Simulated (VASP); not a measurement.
# MgCd3O (P4mm) in VASP: a series of runs, part 2 of 2

VASP 6.6.1. Earlier steps stand in the parts before.

### Step 3. Single point, PBE

This run uses another cell than the first one, of 20.29 Å³/atom.

Input file INCAR:

```
PREC = Accurate ; ENCUT = 600
EDIFF = 1E-6 ; ISMEAR = 0
SIGMA = 0.1 ; LREAL = False
LASPH = True ; NELM = 120
ALGO = Normal ; ISIF = 2
LWAVE = False ; LCHARG = True
GGA = PE ; LELF = True
LVHAR = True ; NBANDS = 30
GGA_COMPAT = False
```

Input file KPOINTS:

```
regular mesh
0
Gamma
  4 4 4
```

Input file POSCAR:

```
MgCd3O
1.0
    4.3997730117      0.0000000000      0.0000000000
    0.0000000000      4.3997730117      0.0000000000
    0.0000000000      0.0000000000      5.2405398577
Mg Cd O
1 3 1
Direct
    0.0000000000      0.0000000000      0.0397236179
    0.5000000000      0.5000000000      0.0869532290
    0.0000000000      0.5000000000      0.4849535881
    0.5000000000      0.0000000000      0.4849535881
    0.5000000000      0.5000000000      0.6713159769
```

Potentials or basis: VASP PAW PBE potentials, release 64 (Mg, Cd, O).

On the command line:

```console
$ cat potpaw_PBE.64/Mg/POTCAR potpaw_PBE.64/Cd/POTCAR potpaw_PBE.64/O/POTCAR > POTCAR
$ mpirun -np 1 vasp_std > vasp.out
```

OUTCAR:

```text
PREC = Accurate
   ENCUT = 600
   EDIFF = 1E-6
   ISMEAR = 0
   LREAL = False
   LASPH = True
   NELM = 120
   ISIF = 2
   GGA = PE

 ion  position               nearest neighbor table
   1  0.000  0.000  0.040-   2 3.12   2 3.12   2 3.12   2 3.12   3 3.21   4 3.21   4 3.21   3 3.21
                             3 3.65   4 3.65   4 3.65   3 3.65
   2  0.500  0.500  0.087-   5 2.18   4 3.03   3 3.03   4 3.03   3 3.03   1 3.12   1 3.12   1 3.12
                             1 3.12
   3  0.000  0.500  0.485-   5 2.41   5 2.41   2 3.03   2 3.03   4 3.11   4 3.11   4 3.11   4 3.11
                             1 3.21   1 3.21   1 3.65   1 3.65
   4  0.500  0.000  0.485-   5 2.41   5 2.41   2 3.03   2 3.03   3 3.11   3 3.11   3 3.11   3 3.11
                             1 3.21   1 3.21   1 3.65   1 3.65
[... 793 lines left out ...]
  Total        0.2299545      0.2299545      0.3234387      0.0000000      0.0000000      0.0000000
  in kB        3.6317504      3.6317504      5.1081774      0.0000000      0.0000000      0.0000000
  external PRESSURE =       4.1238927 kB  Pullay stress =       0.0000000 kB

 VOLUME and BASIS-vectors are now :
 -----------------------------------------------------------------------------
  energy-cutoff  :      600.00
  volume of cell :      101.45
      direct lattice vectors                 reciprocal lattice vectors
     4.399773012  0.000000000  0.000000000     0.227284452  0.000000000  0.000000000
     0.000000000  4.399773012  0.000000000     0.000000000  0.227284452  0.000000000
     0.000000000  0.000000000  5.240539858     0.000000000  0.000000000  0.190820035

 POSITION                                       TOTAL-FORCE (eV/Angst)
 -----------------------------------------------------------------------------------
      0.00000      0.00000      0.20817         0.000000     -0.000000      0.032417
      2.19989      2.19989      0.45568         0.000000      0.000000      0.071382
      0.00000      2.19989      2.54142        -0.000000     -0.000000     -0.024680
      2.19989      0.00000      2.54142         0.000000     -0.000000     -0.024680
      2.19989      2.19989      3.51806         0.000000      0.000000     -0.054439
 -----------------------------------------------------------------------------------
    total drift:                                0.000000      0.000000     -0.000805

  FREE ENERGIE OF THE ION-ELECTRON SYSTEM (eV)
  ---------------------------------------------------
  free  energy   TOTEN  =        -9.6945512664 eV

  energy  without entropy=       -9.6873031606  energy(sigma->0) =       -9.69092721
```

OSZICAR:

```text
N       E                     dE             d eps       ncg     rms          rms(c)
DAV:   1     0.358813183807E+03    0.35881E+03   -0.24342E+04  1080   0.156E+03
DAV:   2     0.654139604747E+01   -0.35227E+03   -0.33637E+03  1188   0.388E+02
DAV:   3    -0.124481410219E+02   -0.18990E+02   -0.18806E+02  1200   0.912E+01
DAV:   4    -0.125846065842E+02   -0.13647E+00   -0.13645E+00  1152   0.730E+00
DAV:   5    -0.125851501675E+02   -0.54358E-03   -0.54357E-03  1236   0.449E-01    0.116E+01
DAV:   6    -0.102115971360E+02    0.23736E+01   -0.19049E+01  1392   0.365E+01    0.986E+00
DAV:   7    -0.973858356854E+01    0.47301E+00   -0.50729E+00  1206   0.114E+01    0.535E+00
DAV:   8    -0.969478008367E+01    0.43803E-01   -0.39009E-01  1092   0.378E+00    0.115E+00
DAV:   9    -0.969546420860E+01   -0.68412E-03   -0.19537E-02  1230   0.112E+00    0.353E-01
DAV:  10    -0.969457504201E+01    0.88917E-03   -0.32292E-03  1164   0.360E-01    0.131E-01
DAV:  11    -0.969459823249E+01   -0.23190E-04   -0.13165E-03  1230   0.199E-01    0.543E-02
DAV:  12    -0.969455270102E+01    0.45531E-04   -0.36194E-04  1254   0.917E-02    0.192E-02
DAV:  13    -0.969455087645E+01    0.18246E-05   -0.32832E-05  1096   0.310E-02    0.435E-03
DAV:  14    -0.969455126641E+01   -0.38996E-06   -0.27500E-06   872   0.111E-02
   1 F= -.96945513E+01 E0= -.96909272E+01  d E =-.724811E-02
```

stdout:

```text
POSCAR found type information on POSCAR MgCdO
 POSCAR found :  3 types and       5 ions
 scaLAPACK will be used
 LDA part: xc-table for (Slater+PW92), standard interpolation
 POSCAR, INCAR and KPOINTS ok, starting setup
 FFT: planning ... GRIDC
 FFT: planning ... GRID_SOFT
 FFT: planning ... GRID
 WAVECAR not read
 entering main loop
```

Wall time 33 s (1 thread of Intel Xeon 6975P-C (Granite Rapids), shared host); peak memory 0.25 GiB.

What came out:

| Quantity | Value |
| --- | --- |
| Free energy | -9.6946 eV |
| Pressure | 0.4 GPa |
| Largest force | 0.071 eV/Å |
| Band gap on the k mesh | zero (bands 22 and 23 overlap by 2.76 eV) |

Forces in eV/Å, atoms in the order of the input:
```
Mg   0.000  0.000  0.032
Cd   0.000  0.000  0.071
Cd   0.000  0.000 -0.025
Cd   0.000  0.000 -0.025
O    0.000  0.000 -0.054
```

### Step 4. Relaxation of cell and atoms, PBE

Input file INCAR:

```
SYSTEM = MgCd3O
PREC = Accurate ; ENCUT = 600
EDIFF = 1E-7 ; ISMEAR = 0
SIGMA = 0.1 ; LREAL = .FALSE.
LASPH = .TRUE. ; NELM = 120
ALGO = Normal ; ISIF = 3
LWAVE = .FALSE. ; LCHARG = .FALSE.
GGA = PE ; IBRION = 2
NSW = 90 ; EDIFFG = -0.04
GGA_COMPAT = .FALSE. ; NELMIN = 4
```

Input file KPOINTS:

```
Automatic mesh
0
G
  4 4 4
  0 0 0
```

Input file POSCAR:

```
MgCd3O
1.0
    4.1925037600      0.0000000000      0.0000000000
    0.0000000000      4.1925037600      0.0000000000
    0.0000000000      0.0000000000      5.3050044700
Mg Cd O
1 3 1
Direct
    0.0000000000      0.0000000000      0.0000000000
    0.5000000000      0.5000000000      0.1059000000
    0.0000000000      0.5000000000      0.5000000000
    0.5000000000      0.0000000000      0.5000000000
    0.5000000000      0.5000000000      0.6620000000
```

Potentials or basis: VASP PAW PBE potentials, release 64 (Mg, Cd, O).

On the command line:

```console
$ cat potpaw_PBE.64/Mg/POTCAR potpaw_PBE.64/Cd/POTCAR potpaw_PBE.64/O/POTCAR > POTCAR
$ mpirun -np 1 vasp_std > vasp.out
```

OUTCAR:

```text
SYSTEM = MgCd3O
   PREC = Accurate
   ENCUT = 600
   EDIFF = 1E-7
   ISMEAR = 0
   LREAL = .FALSE.
   LASPH = .TRUE.
   NELM = 120
   ISIF = 3
   GGA = PE
   IBRION = 2
   NSW = 90
   EDIFFG = -0.04
   NELMIN = 4

 ion  position               nearest neighbor table
   1  0.000  0.000  0.000-   2 3.02   2 3.02   2 3.02   2 3.02   4 3.38   3 3.38   3 3.38   3 3.38
                             4 3.38   4 3.38   4 3.38   3 3.38
   2  0.500  0.500  0.106-   5 2.35   4 2.96   3 2.96   4 2.96   3 2.96   1 3.02   1 3.02   1 3.02
                             1 3.02
   3  0.000  0.500  0.500-   5 2.27   5 2.27   2 2.96   2 2.96   4 2.96   4 2.96   4 2.96   4 2.96
                             1 3.38   1 3.38   1 3.38   1 3.38
   4  0.500  0.000  0.500-   5 2.27   5 2.27   2 2.96   2 2.96   3 2.96   3 2.96   3 2.96   3 2.96
                             1 3.38   1 3.38   1 3.38   1 3.38
   5  0.500  0.500  0.662-   3 2.27   4 2.27   4 2.27   3 2.27   2 2.35

  LATTYP: Found a simple tetragonal cell.
 ALAT       =     4.1925037600
 C/A-ratio  =     1.2653547316

  Lattice vectors:

 A1 = (   4.1925037600,   0.0000000000,   0.0000000000)
 A2 = (   0.0000000000,   4.1925037600,   0.0000000000)
 A3 = (   0.0000000000,   0.0000000000,   5.3050044700)

Analysis of symmetry for initial positions (statically):
=====================================================================
 Subroutine PRICEL returns:
 Original cell was already a primitive cell.

 Routine SETGRP: Setting up the symmetry group for a
 simple tetragonal supercell.

[... 207 lines left out ...]

 E-fermi :   2.1902     XC(G=0):  -9.9806

 val. band max:        2.1680022102   @ k =   0.2500   0.0000   0.0000
 cond. band min:       2.2488162171   @ k =   0.5000   0.2500   0.5000
 fundamental gap:      0.0808140069
 Fermi energy:         2.1902256515

 k-point     1 :       0.0000    0.0000    0.0000
  band No.  band energies     occupation
      1     -15.7369      2.00000
      2      -6.9943      2.00000
      3      -6.9105      2.00000
      4      -6.9105      2.00000
      5      -6.7589      2.00000
      6      -6.7056      2.00000
[... 582 lines left out ...]
  FREE ENERGIE OF THE ION-ELECTRON SYSTEM (eV)
  ---------------------------------------------------
  free  energy   TOTEN  =        -9.6177665985 eV

  energy  without entropy=       -9.6085722719  energy(sigma->0) =       -9.61316944

[... ionic steps 4 to 11 ...]

--------------------------------------- Ionic step       12  -------------------------------------------

 number of electron      43.9999993 magnetization

------------------------ aborting loop because EDIFF is reached ----------------------------------------
[... 73 lines left out ...]
--------------------------------------- Ionic step       14  -------------------------------------------

 number of electron      43.9999994 magnetization

 Free energy of the ion-electron system (eV)
  ---------------------------------------------------
  ext. energy  EPLUGINS =         0.00000000
  ---------------------------------------------------
  free energy    TOTEN  =        -9.69080062 eV

  energy without entropy =       -9.68422358  energy(sigma->0) =       -9.68751210

 E-fermi :   2.4200     XC(G=0): -10.0648

 val. band max:        2.3659631240   @ k =   0.5000   0.5000   0.5000
 cond. band min:       2.5067302902   @ k =   0.5000   0.0000   0.2500
 fundamental gap:      0.1407671663
 Fermi energy:         2.4200147266

 k-point     1 :       0.0000    0.0000    0.0000
  band No.  band energies     occupation
      1     -15.6983      2.00000
      2      -6.8965      2.00000
      3      -6.8668      2.00000
      4      -6.8668      2.00000
      5      -6.6604      2.00000
      6      -6.6253      2.00000
[... 543 lines left out ...]
  FREE ENERGIE OF THE ION-ELECTRON SYSTEM (eV)
  ---------------------------------------------------
  free  energy   TOTEN  =        -9.6908006232 eV

  energy  without entropy=       -9.6842235837  energy(sigma->0) =       -9.68751210

 reached required accuracy - stopping structural energy minimisation
```

OSZICAR:

```text
N       E                     dE             d eps       ncg     rms          rms(c)
DAV:   1     0.374370555707E+03    0.37437E+03   -0.25159E+04   936   0.183E+03
DAV:   2     0.117779618203E+02   -0.36259E+03   -0.35252E+03   982   0.443E+02
DAV:   3    -0.117154095786E+02   -0.23493E+02   -0.23058E+02  1022   0.109E+02
DAV:   4    -0.120353916766E+02   -0.31998E+00   -0.31962E+00  1004   0.116E+01
[... 150 lines left out ...]
DAV:   4    -0.969083566078E+01    0.79735E-04   -0.28702E-04  1038   0.112E-01    0.471E-02
DAV:   5    -0.969080159299E+01    0.34068E-04   -0.10824E-04  1080   0.698E-02    0.133E-02
DAV:   6    -0.969080098027E+01    0.61272E-06   -0.11384E-05   956   0.270E-02    0.735E-03
DAV:   7    -0.969080071981E+01    0.26047E-06   -0.13372E-06   850   0.713E-03    0.210E-03
DAV:   8    -0.969080062320E+01    0.96605E-07   -0.40665E-07   796   0.416E-03
  14 F= -.96908006E+01 E0= -.96875121E+01  d E =-.939733E-03
```

It took 3.7 min on 1 thread of Intel Xeon 6975P-C (Granite Rapids), shared host; peak memory 0.26 GiB.

Results:

```yaml
Free_energy: -9.6908 eV
Relaxed_volume: 20.43 Å³/atom
Relaxed_cell: a = 4.413 Å, b = 4.413 Å, c = 5.247 Å, α = 90.00°, β = 90.00°, γ = 90.00°
Space_group_after_relaxing_to_0.1_Å: P4mm (No. 99)
Energy_gained_by_relaxing: 74.6 meV/atom
Ionic_steps: 14
Pressure_after_relaxing: 0.1 GPa
Largest_force_after_relaxing: 0.037 eV/Å
Band_gap_on_the_k_mesh: zero (bands 22 and 23 overlap by 2.74 eV)
```

Forces on the atoms (eV/Å):
```
Mg   0.000  0.000 -0.003
Cd   0.000  0.000  0.006
Cd   0.000  0.000  0.018
Cd   0.000  0.000  0.018
O    0.000  0.000 -0.037
```

The path:
| step | energy change (eV) | largest force (eV/Å) | pressure (GPa) | volume (Å³) |
| --- | --- | --- | --- | --- |
| 1 | 0.0000 | 1.3749 | 6.87 | 93.25 |
| 2 | -0.2996 | 0.4018 | -1.38 | 104.42 |
| 3 | -0.3000 | 0.4347 | -1.12 | 103.90 |
| 4 | -0.3352 | 0.2522 | -0.40 | 102.55 |
| 5 | -0.3403 | 0.2438 | 0.06 | 101.85 |
| 6 | -0.3477 | 0.2132 | 0.08 | 101.73 |
| 7 | -0.3572 | 0.1487 | 0.17 | 101.37 |
| 8 | -0.3608 | 0.1169 | -0.06 | 101.87 |
| 9 | -0.3645 | 0.1321 | -0.60 | 103.08 |
| 10 | -0.3664 | 0.1298 | -0.49 | 102.93 |
| 11 | -0.3706 | 0.1212 | -0.16 | 102.47 |
| 12 | -0.3709 | 0.1065 | 0.56 | 101.56 |
| 13 | -0.3721 | 0.1091 | 0.20 | 102.00 |
| 14 | -0.3731 | 0.0375 | 0.11 | 102.16 |

Final structure:
```cif
data_structure
_symmetry_space_group_name_H-M 'P 1'
_symmetry_Int_Tables_number 1
_cell_length_a 4.4126
_cell_length_b 4.4126
_cell_length_c 5.2467
_cell_angle_alpha 90.000
_cell_angle_beta 90.000
_cell_angle_gamma 90.000
_cell_volume 102.16
loop_
_atom_site_label
_atom_site_type_symbol
_atom_site_fract_x
_atom_site_fract_y
_atom_site_fract_z
_atom_site_occupancy
Mg1 Mg 0.00000 0.00000 0.04504 1
Cd1 Cd 0.50000 0.50000 0.08645 1
Cd2 Cd 0.00000 0.50000 0.48318 1
Cd3 Cd 0.50000 0.00000 0.48318 1
O1 O 0.50000 0.50000 0.67005 1
```

Levels at points of the mesh, in eV from the Fermi level:
```
           k point  band 18  band 19  band 20  band 21  band 22  band 23  band 24  band 25  band 26
(0.00, 0.00, 0.00)    -4.08    -3.69    -3.69    -0.66     1.01     1.47     1.61     1.61     3.50
(0.50, 0.00, 0.00)    -4.66    -3.97    -3.29    -2.16     1.12     1.51     1.94     3.01     3.17
(0.50, 0.50, 0.00)    -4.74    -4.20    -2.64    -2.16    -1.19    -1.19     2.79     3.19     3.19
(0.00, 0.00, 0.50)    -3.57    -3.31    -3.31    -1.93     1.47     1.47     2.12     3.37     3.39
(0.50, 0.00, 0.50)    -5.20    -3.66    -3.03    -1.64    -0.79    -0.18     3.32     3.88     4.53
(0.50, 0.50, 0.50)    -4.21    -4.21    -2.28    -2.28    -1.86    -0.05     0.12     1.86     1.86
```

Caveat: the k points lie up to 0.36 Å⁻¹ apart in the final cell, too coarse for converged energies and pressures of a metal.

### Step 5. Summary

```tsv
task	cell	gap on the mesh (eV)	pressure (GPa)	largest force (eV/Å)
single point	a = 4.193, b = 4.193, c = 5.305 Å, 5 atoms, atomic positions A	none	6.9	1.37
single point	a = 4.400, b = 4.400, c = 5.241 Å, 5 atoms, atomic positions B	none	0.4	0.07
relaxation of cell and atoms	relaxed from a = 4.193, b = 4.193, c = 5.305 Å, 5 atoms, atomic positions A	none	0.1	0.04
```

Alike in all rows: level PBE; potentials or basis VASP PAW PBE potentials, release 64 (Mg, Cd, O); no spin polarisation; k mesh 4 × 4 × 4; cutoff (eV) 600; smearing gaussian 0.1 eV.

Caveats: some runs use coarse meshes; forces of over 1 eV/Å act on the atoms, so gaps and moduli don't describe the material at rest (at least some runs).

Absolute energies hang on the potentials; compare differences alone.

The gap in the log of VASP goes by the Fermi energy; the results here count the filled bands.